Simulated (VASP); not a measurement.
A run of VASP 6.6.1:

POSCAR

```
MgHgO2
1.0
    3.3878496251      0.0000000000      0.0000000000
    0.0000000000      3.3878496251      0.0000000000
    0.0000000000      0.0000000000      5.0394973193
Mg O Hg
1 2 1
Direct
    0.0000000000      0.0000000000      0.0000000000
    0.0000000000      0.5000000000      0.2023172479
    0.5000000000      0.0000000000      0.7976827521
    0.5000000000      0.5000000000      0.5000000000
```

File INCAR.step1:

```
SYSTEM = MgHgO2
PREC = Accurate ; ENCUT = 620
EDIFF = 1E-5 ; ISMEAR = -1
SIGMA = 0.02 ; LREAL = .False.
LASPH = .True. ; NELM = 120
ALGO = Normal ; ISIF = 2
LWAVE = .True. ; LCHARG = .False.
GGA = PE ; NBANDS = 29
GGA_COMPAT = .False.
```

The input INCAR.step2:

```
SYSTEM = MgHgO2
PREC = Accurate ; ENCUT = 620
EDIFF = 1E-6 ; ISMEAR = -1
SIGMA = 0.02 ; LREAL = .False.
LASPH = .True. ; NELM = 120
ALGO = Normal ; ISIF = 2
LWAVE = .False. ; LCHARG = .False.
GGA = PE ; LHFCALC = .True.
HFSCREEN = 0.2079 ; PRECFOCK = Normal
ISTART = 1 ; NBANDS = 29
GGA_COMPAT = .False.
```

Contents of KPOINTS:

```
regular mesh
0
Gamma
  4 4 2
  0 0 0
```

Potentials or basis: VASP PAW PBE potentials, release 64 (Mg_sv, O, Hg_sv_GW).

Command:

```sh
$ cat potpaw_PBE.64/Mg_sv/POTCAR potpaw_PBE.64/O/POTCAR potpaw_PBE.64/Hg_sv_GW/POTCAR > POTCAR
$ cp INCAR.step1 INCAR
$ mpirun -np 1 vasp_std > vasp.out
$ cp INCAR.step2 INCAR
$ mpirun -np 1 vasp_std > vasp.out
```

Hardware: 1 thread of Intel(R) Xeon(R) 6975P-C (Granite Rapids) (shared host).

Q: Estimate the wall time of this run.

A: Wall time 21 min on 1 thread of Intel(R) Xeon(R) 6975P-C (Granite Rapids), on a shared host, peak memory 0.34 GiB. Counts: k points 12.
